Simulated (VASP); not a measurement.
# V2MoSe6 (P-3m1) in VASP: notebook

Runs on V2MoSe6. Level: PBE. Tasks: single point.

Program: VASP 6.6.1. These are calculated values, not measurements. Logs are shortened: lines on timing, memory, paths and dates and some standing lists are left out, and cuts for length are marked.

## Step 1: The cell of the first run

Symmetry: P-3m1, No. 164, trigonal system. The conventional cell has a = 3.329 Å, b = 3.329 Å, c = 21.275 Å, α = 90.00°, β = 90.00°, γ = 120.00°. Within 3.4 Å of V (site symmetry 3m) lie 6 Se at 2.49 Å and 6 V at 3.33 Å. Mo (site symmetry -3m) has 6 Se at 2.56 Å and 6 Mo at 3.33 Å within 3.4 Å. Within 3.4 Å of Se (site symmetry 3m) lie 3 Mo at 2.56 Å and 6 Se at 3.33 Å. Within 3.4 Å of Se (site symmetry 3m) lie 3 V at 2.49 Å and 6 Se at 3.33 Å. Within 3.4 Å of Se (site symmetry 3m) lie 3 V at 2.49 Å and 6 Se at 3.33 Å.

## Step 2: Single point, PBE, collinear spin, ferromagnetic start

Input file INCAR:

```
PREC = Accurate
ENCUT = 520
EDIFF = 1E-6
ISMEAR = 0
SIGMA = 0.1
LREAL = F
LASPH = T
NELM = 150
ALGO = Normal
ISIF = 2
LWAVE = F
LCHARG = F
ISPIN = 2
MAGMOM = 0.67 0.67 0 0 0 0 0 0 0
LORBIT = 11
LMAXMIX = 4
GGA = PE
NBANDS = 52
```

Input file KPOINTS:

```
regular mesh
0
Gamma
  6 6 1
```

Input file POSCAR:

```
V2MoSe6
1.0
    3.3292300000      0.0000000000      0.0000000000
   -1.6646150000      2.8831978000      0.0000000000
    0.0000000000      0.0000000000     21.2752565000
V Mo Se
2 1 6
Direct
    0.0000000000      0.0000000000      0.3348770000
    0.0000000000      0.0000000000      0.6651230000
    0.0000000000      0.0000000000      0.0000000000
    0.3333333000      0.6666667000      0.0797930000
    0.3333333000      0.6666667000      0.4091880000
    0.3333333000      0.6666667000      0.7394600000
    0.6666667000      0.3333333000      0.2605400000
    0.6666667000      0.3333333000      0.5908120000
    0.6666667000      0.3333333000      0.9202070000
```

Potentials or basis: VASP PAW PBE potentials, release 64 (V_sv, Mo_sv, Se).

On the command line:

```sh
$ cat potpaw_PBE.64/V_sv/POTCAR potpaw_PBE.64/Mo_sv/POTCAR potpaw_PBE.64/Se/POTCAR > POTCAR
$ mpirun -np 1 vasp_std > vasp.out
```

OUTCAR:

```text
PREC = Accurate
   ENCUT = 520
   EDIFF = 1E-6
   ISMEAR = 0
   LREAL = F
   LASPH = T
   NELM = 150
   ISIF = 2
   ISPIN = 2
   LORBIT = 11
   GGA = PE

 ion  position               nearest neighbor table
   1  0.000  0.000  0.335-   5 2.49   5 2.49   5 2.49   7 2.49   7 2.49   7 2.49
   2  0.000  0.000  0.665-   8 2.49   8 2.49   8 2.49   6 2.49   6 2.49   6 2.49
   3  0.000  0.000  0.000-   4 2.56   9 2.56   9 2.56   4 2.56   9 2.56   4 2.56
   4  0.333  0.667  0.080-   3 2.56   3 2.56   3 2.56
   5  0.333  0.667  0.409-   1 2.49   1 2.49   1 2.49
   6  0.333  0.667  0.739-   2 2.49   2 2.49   2 2.49
   7  0.667  0.333  0.261-   1 2.49   1 2.49   1 2.49
   8  0.667  0.333  0.591-   2 2.49   2 2.49   2 2.49
   9  0.667  0.333  0.920-   3 2.56   3 2.56   3 2.56

  LATTYP: Found a hexagonal cell.
 ALAT       =     3.3292300000
 C/A-ratio  =     6.3904435861

  Lattice vectors:

 A1 = (   3.3292300000,   0.0000000000,   0.0000000000)
 A2 = (  -1.6646150000,   2.8831978000,   0.0000000000)
 A3 = (   0.0000000000,   0.0000000000,  21.2752565000)

Analysis of symmetry for initial positions (statically):
=====================================================================
 Subroutine PRICEL returns:
 Original cell was already a primitive cell.

 Routine SETGRP: Setting up the symmetry group for a
 hexagonal supercell.

 Subroutine GETGRP returns: Found 12 space group operations
 (whereof 12 operations were pure point group operations)
 out of a pool of 24 trial point group operations.

The static configuration has the point symmetry D_3d.

Analysis of symmetry for dynamics (positions and initial velocities):
=====================================================================
 Subroutine PRICEL returns:
 Original cell was already a primitive cell.

 Routine SETGRP: Setting up the symmetry group for a
 hexagonal supercell.

 Subroutine GETGRP returns: Found 12 space group operations
 (whereof 12 operations were pure point group operations)
 out of a pool of 24 trial point group operations.

The dynamic configuration has the point symmetry D_3d.

Analysis of structural, dynamic, and magnetic symmetry:
=====================================================================
 Subroutine PRICEL returns:
 Original cell was already a primitive cell.

 Routine SETGRP: Setting up the symmetry group for a
 hexagonal supercell.

 Subroutine GETGRP returns: Found 12 space group operations
 (whereof 12 operations were pure point group operations)
 out of a pool of 24 trial point group operations.

The overall configuration has the point symmetry D_3d.

 Subroutine INISYM returns: Found 12 space group operations
 (whereof 12 operations are pure point group operations),
 and found     1 'primitive' translations

----------------------------------------------------------------------------------------

                                     Primitive cell

  volume of cell :     204.2175

  direct lattice vectors                    reciprocal lattice vectors
     3.329230000  0.000000000  0.000000000     0.300369755  0.173418556  0.000000000
    -1.664615000  2.883197800  0.000000000     0.000000000  0.346837113  0.000000000
     0.000000000  0.000000000 21.275256500     0.000000000  0.000000000  0.047002959

  length of vectors
     3.329230000  3.329230039 21.275256500     0.346837117  0.346837113  0.047002959

  position of ions in fractional coordinates (direct lattice)
     0.000000000  0.000000000  0.334877000
     0.000000000  0.000000000  0.665123000
     0.000000000  0.000000000  0.000000000
     0.333333300  0.666666700  0.079793000
     0.333333300  0.666666700  0.409188000
     0.333333300  0.666666700  0.739460000
     0.666666700  0.333333300  0.260540000
     0.666666700  0.333333300  0.590812000
     0.666666700  0.333333300  0.920207000

  ion indices of the primitive-cell ions
   primitive index   ion index
                 1           1
                 2           2
                 3           3
                 4           4
                 5           5
                 6           6
                 7           7
                 8           8
                 9           9

----------------------------------------------------------------------------------------

 KPOINTS: regular mesh

Automatic generation of k-mesh.
 Grid dimensions read from file:
 generate k-points for:    6    6    1

 Generating k-lattice:

  Cartesian coordinates                     Fractional coordinates (reciprocal lattice)
     0.050061626  0.028903093  0.000000000     0.166666667  0.000000000  0.000000000
     0.000000000  0.057806185  0.000000000     0.000000000  0.166666667  0.000000000
     0.000000000  0.000000000  0.047002959     0.000000000  0.000000000  1.000000000

  Length of vectors
     0.057806186  0.057806185  0.047002959

  Shift w.r.t. Gamma in fractional coordinates (k-lattice)
     0.000000000  0.000000000  0.000000000

 Subroutine IBZKPT returns following result:
 ===========================================

 Found      7 irreducible k-points:

 Following reciprocal coordinates:
            Coordinates               Weight
  0.000000  0.000000  0.000000      1.000000
  0.166667  0.000000  0.000000      6.000000
  0.333333  0.000000  0.000000      6.000000
  0.500000  0.000000  0.000000      3.000000
  0.166667  0.166667  0.000000      6.000000
  0.333333  0.166667  0.000000     12.000000
  0.333333  0.333333  0.000000      2.000000
   k-points           NKPTS =      7   k-points in BZ     NKDIM =      7   number of bands    NBANDS=     52
   number of dos      NEDOS =    301   number of ions     NIONS =      9
   total plane-waves  NPLWV = 125440
   dimension x,y,z NGX =    28 NGY =   28 NGZ =  160
   dimension x,y,z NGXF=    56 NGYF=   56 NGZF=  320
   ions per type =               2   1   6
   NGX,Y,Z   is equivalent  to a cutoff of  13.98, 13.98, 12.50 a.u.
   NGXF,Y,Z  is equivalent  to a cutoff of  27.96, 27.96, 25.00 a.u.
 SYSTEM =  unknown system
   PREC   = accura    normal or accurate (medium, high low for compatibility)
   ISTART =      0    job   : 0-new  1-cont  2-samecut
   ICHARG =      2    charge: 1-file 2-atom 10-const
   ISPIN  =      2    spin polarized calculation?
   LNONCOLLINEAR =      F non collinear calculations
   LSORBIT =      F    spin-orbit coupling
   LASPH  =      T    aspherical Exc in radial PAW
   ENCUT  =  520.0 eV  38.22 Ry    6.18 a.u.   6.19  6.19 39.56*2*pi/ulx,y,z
   NELM   =    150;   NELMIN=  2; NELMDL= -5     # of ELM steps
   EDIFF  = 0.1E-05   stopping-criterion for ELM
   LREAL  =      F    real-space projection
   EDIFFG = 0.1E-04   stopping-criterion for IOM
   NSW    =      0    number of steps for IOM
   IBRION =     -1    ionic relax: 0-MD 1-quasi-New 2-CG
   NFREE  =      0    steps in history (QN), initial steepest desc. (CG)
   ISIF   =      2    stress and relaxation
   ISYM   =      2    0-nonsym 1-usesym 2-fastsym
   POTIM  = 0.5000    time-step for ionic-motion
   TEBEG  =    0.0;   TEEND  =   0.0 temperature during run
   PSTRESS=    0.0 pullay stress
   NELECT =      76.0000    total number of electrons
   NUPDOWN=      -1.0000    fix difference up-down
   EMIN   =  10.00;   EMAX   =-10.00  energy-range for DOS
   EFERMI =   0.00;   METHOD = LEGACY
   ISMEAR =     0;   SIGMA  =   0.10  broadening in eV -4-tet -1-fermi 0-gaus
   EFERMI_NEDOS =   21; number of points for ismear=-14 and -15
   IALGO  =     38    algorithm
   IMIX   =      4    mixing-type and parameters
     AMIX     =   0.40;   BMIX     =  1.00
     AMIX_MAG =   1.60;   BMIX_MAG =  1.00
  volume/ion in A,a.u.               =      22.69       153.13
  Fermi-wavevector in a.u.,A,eV,Ry     =   1.177556  2.225259 18.866367  1.386639
  Thomas-Fermi vector in A             =   2.313901
   LORBIT       =     11    0 simple, 1 ext, 2 COOP (PROOUT), +10 PAW based schemes
   GGA     = PE    functional components
   LHFCALC =     F    Hartree Fock is set to
   AEXX    =    0.0000 exact exchange contribution
   IVDW    =     0    specifies the selected vdW correction
   LEPSILON=     F    determine dielectric tensor
   LRPA    =     F    only Hartree local field effects (RPA)
 spin polarized calculation
 Gauss-broadening in eV      SIGMA  =   0.10
  energy-cutoff  :      520.00
  volume of cell :      204.22
 maximum number of plane-waves:      5539
 NGX is ok and might be reduce to    28
   NGX = 13   NGY = 13   NGZ = 79

 number of electron      76.0000009 magnetization      -0.0001335

 number of electron      76.0000009 magnetization       0.0001248

 Free energy of the ion-electron system (eV)
  ---------------------------------------------------
  ext. energy  EPLUGINS =         0.00000000
  ---------------------------------------------------
  free energy    TOTEN  =       -55.50104116 eV

  energy without entropy =      -55.47270628  energy(sigma->0) =      -55.48687372

 E-fermi :   4.7076     XC(G=0):  -9.6715

 val. band max:        4.6952621193   @ k =   0.1667   0.1667   0.0000
 cond. band min:       4.8341447606   @ k =   0.3333   0.1667   0.0000
 fundamental gap:      0.1388826413
 Fermi energy:         4.7076154317

 spin component 1

 k-point     1 :       0.0000    0.0000    0.0000
  band No.  band energies     occupation
      1     -60.0453      1.00000
      2     -60.0453      1.00000
      3     -56.9996      1.00000
      4     -33.9056      1.00000
      5     -33.9056      1.00000
      6     -33.9056      1.00000
[... 42 lines left out ...]
     49       7.9513      0.00000
     50       7.9705      0.00000
[... 316 lines left out ...]
     49       7.1670      0.00000
     50       7.5060      0.00000
 Fermi energy:         4.7076154317

 spin component 2

 k-point     1 :       0.0000    0.0000    0.0000
  band No.  band energies     occupation
      1     -60.0451      1.00000
      2     -60.0451      1.00000
      3     -56.9996      1.00000
      4     -33.9054      1.00000
      5     -33.9054      1.00000
      6     -33.9054      1.00000
[... 42 lines left out ...]
     49       7.9514      0.00000
     50       7.9705      0.00000
[... 316 lines left out ...]
     49       7.1671      0.00000
     50       7.5060      0.00000
 [bands above 50 left out]

------------------------ aborting loop because EDIFF is reached ----------------------------------------

  FORCE on cell =-STRESS in cart. coord.  units (eV):
  Direction    XX          YY          ZZ          XY          YZ          ZX
  --------------------------------------------------------------------------------------
  -------------------------------------------------------------------------------------
  Total       -0.6605287     -0.6605288      0.1982401     -0.0000000      0.0000000     -0.0000000
  in kB       -5.1821413     -5.1821415      1.5552815     -0.0000000      0.0000000     -0.0000000
  external PRESSURE =      -2.9363338 kB  Pullay stress =       0.0000000 kB

 VOLUME and BASIS-vectors are now :
 -----------------------------------------------------------------------------
  energy-cutoff  :      520.00
  volume of cell :      204.22
      direct lattice vectors                 reciprocal lattice vectors
     3.329230000  0.000000000  0.000000000     0.300369755  0.173418556  0.000000000
    -1.664615000  2.883197800  0.000000000     0.000000000  0.346837113  0.000000000
     0.000000000  0.000000000 21.275256500     0.000000000  0.000000000  0.047002959

 POSITION                                       TOTAL-FORCE (eV/Angst)
 -----------------------------------------------------------------------------------
      0.00000      0.00000      7.12459         0.000000      0.000000     -0.005749
      0.00000      0.00000     14.15066         0.000000     -0.000000      0.005749
      0.00000      0.00000      0.00000         0.000000     -0.000000      0.000000
     -0.00000      1.92213      1.69762        -0.000000     -0.000000      0.061879
     -0.00000      1.92213      8.70558         0.000000     -0.000000      0.005517
     -0.00000      1.92213     15.73220         0.000000     -0.000000      0.003295
      1.66462      0.96107      5.54306        -0.000000     -0.000000     -0.003295
      1.66462      0.96107     12.56968        -0.000000      0.000000     -0.005517
      1.66462      0.96107     19.57764         0.000000     -0.000000     -0.061879
 -----------------------------------------------------------------------------------
    total drift:                               -0.000000     -0.000000      0.000000

  FREE ENERGIE OF THE ION-ELECTRON SYSTEM (eV)
  ---------------------------------------------------
  free  energy   TOTEN  =       -55.5010411568 eV

  energy  without entropy=      -55.4727062785  energy(sigma->0) =      -55.48687372

 total charge

# of ion       s       p       d       tot
------------------------------------------
    1        2.239   6.211   3.033  11.483
    2        2.239   6.211   3.033  11.483
    3        2.267   6.172   3.877  12.317
    4        1.482   2.290   0.060   3.833
    5        1.481   2.312   0.050   3.843
    6        1.480   2.315   0.050   3.845
    7        1.480   2.315   0.050   3.845
    8        1.481   2.312   0.050   3.843
    9        1.482   2.290   0.060   3.833
--------------------------------------------------
tot         15.634  32.428  10.263  58.325

 magnetization (x)

# of ion       s       p       d       tot
------------------------------------------
    1        0.000   0.000   0.000   0.000
    2        0.000   0.000   0.000   0.000
    3       -0.000  -0.000  -0.000  -0.000
    4        0.000  -0.000  -0.000  -0.000
    5       -0.000  -0.000   0.000  -0.000
    6       -0.000  -0.000   0.000  -0.000
    7       -0.000  -0.000   0.000  -0.000
    8       -0.000  -0.000   0.000  -0.000
    9        0.000  -0.000  -0.000  -0.000
--------------------------------------------------
tot          0.000  -0.000   0.001   0.000
```

Wall time 9.9 min (1 thread of Intel Xeon Platinum 8259CL at 2.50GHz (Skylake/Cascade Lake), shared host); peak memory 0.5 GiB.

What came out:

```yaml
Free_energy: -55.5010 eV
Pressure: -0.3 GPa
Largest_force: 0.062 eV/Å
Band_gap_on_the_k_mesh: zero (filled and empty bands overlap)
Net_moment: 0.00 μB per cell
Valence_electrons_inside_the_program's_atomic_spheres: V 11.48; Mo 12.32; Se 3.83, 3.84, 3.85 (each value once)
```

Forces in eV/Å, atoms in the order of the input:
```
V    0.000  0.000 -0.006
V    0.000  0.000  0.006
Mo   0.000  0.000  0.000
Se   0.000  0.000  0.062
Se   0.000  0.000  0.006
Se   0.000  0.000  0.003
Se   0.000  0.000 -0.003
Se   0.000  0.000 -0.006
Se   0.000  0.000 -0.062
```

Caveat: the k points lie up to 0.36 Å⁻¹ apart, too coarse for converged energies and pressures of a metal; the moments typed at the start vanished in this run; this functional lacks dispersion, which binds layers or chains, so the pressure and a relaxed spacing across them are unreliable. With open d or f shells a metallic result of PBE can be an artefact of self-interaction; +U or a hybrid may open a gap.

## Step 3: Single point, PBE, collinear spin, ferromagnetic start

Input file INCAR:

```
ALGO = Normal
EDIFF = 1E-7
ENCUT = 520
GGA = PE
ISIF = 2
ISMEAR = 0
ISPIN = 2
LASPH = True
LCHARG = True
LELF = True
LMAXMIX = 4
LORBIT = 11
LREAL = False
LVHAR = True
LWAVE = False
MAGMOM = 0.67 0.67 0 0 0 0 0 0 0
NBANDS = 52
NELM = 150
PREC = Accurate
SIGMA = 0.2
```

Input file KPOINTS:

```
k-points
0
Gamma
  6 6 1
```

Input file POSCAR:

```
V2MoSe6
1.0
    3.3292300260      0.0000000000      0.0000000000
   -1.6646150130      2.8831977775      0.0000000000
    0.0000000000      0.0000000000     21.2752565000
V Mo Se
2 1 6
Direct
    0.0000000000      0.0000000000      0.3348770000
    0.0000000000      0.0000000000      0.6651230000
    0.0000000000      0.0000000000      0.0000000000
    0.3333333333      0.6666666667      0.0797930000
    0.3333333333      0.6666666667      0.4091880000
    0.3333333333      0.6666666667      0.7394600000
    0.6666666667      0.3333333333      0.2605400000
    0.6666666667      0.3333333333      0.5908120000
    0.6666666667      0.3333333333      0.9202070000
```

Potentials or basis: VASP PAW PBE potentials, release 64 (V_sv, Mo_sv, Se).

On the command line:

```sh
$ cat potpaw_PBE.64/V_sv/POTCAR potpaw_PBE.64/Mo_sv/POTCAR potpaw_PBE.64/Se/POTCAR > POTCAR
$ mpirun -np 1 vasp_std > vasp.out
```

It took 8.3 min on 1 thread of Intel Xeon Platinum 8259CL at 2.50GHz (Skylake/Cascade Lake), shared host; peak memory 0.5 GiB.

Results (log left out):

* Free energy: -55.5634 eV
* Pressure: 0.0 GPa
* Largest force: 0.058 eV/Å
* Net moment: 1.09 μB per cell
* Site moments: V +0.58; Mo +0.00; Se -0.00, -0.04 (each value once) μB
* Valence electrons inside the program's atomic spheres: V 11.48; Mo 12.32; Se 3.83, 3.85 (each value once)

Forces in eV/Å, atoms in the order of the input:
```
V    0.000  0.000 -0.004
V    0.000  0.000  0.004
Mo   0.000  0.000  0.000
Se   0.000  0.000  0.058
Se   0.000  0.000  0.040
Se   0.000  0.000  0.036
Se   0.000  0.000 -0.036
Se   0.000  0.000 -0.040
Se   0.000  0.000 -0.058
```

Stress tensor (GPa, compression positive):
```
-0.14  0.00  0.00
 0.00 -0.14  0.00
 0.00  0.00  0.36
```

Levels at points of the mesh, in eV from the Fermi level:
Spin up:
| k point | band 37 | band 38 | band 39 | band 40 | band 41 | band 42 |
| --- | --- | --- | --- | --- | --- | --- |
| (0.00, 0.00, 0.00) | -0.38 | -0.28 | -0.10 | 0.34 | 0.34 | 0.89 |
| (0.50, 0.00, 0.00) | -0.97 | -0.96 | -0.94 | 0.51 | 0.51 | 0.83 |
Spin down:
| k point | band 35 | band 36 | band 37 | band 38 | band 39 | band 40 |
| --- | --- | --- | --- | --- | --- | --- |
| (0.00, 0.00, 0.00) | 0.21 | 0.21 | 0.21 | 0.25 | 0.34 | 0.34 |
| (0.50, 0.00, 0.00) | -1.23 | -1.00 | -0.97 | -0.54 | -0.48 | 0.83 |

Caveat: the k points lie up to 0.36 Å⁻¹ apart; a moment this small can come from the mesh or the smearing; this functional lacks dispersion, which binds layers or chains, so the pressure and a relaxed spacing across them are unreliable.

The gap in the log of VASP goes by the Fermi energy; the results here count the filled bands.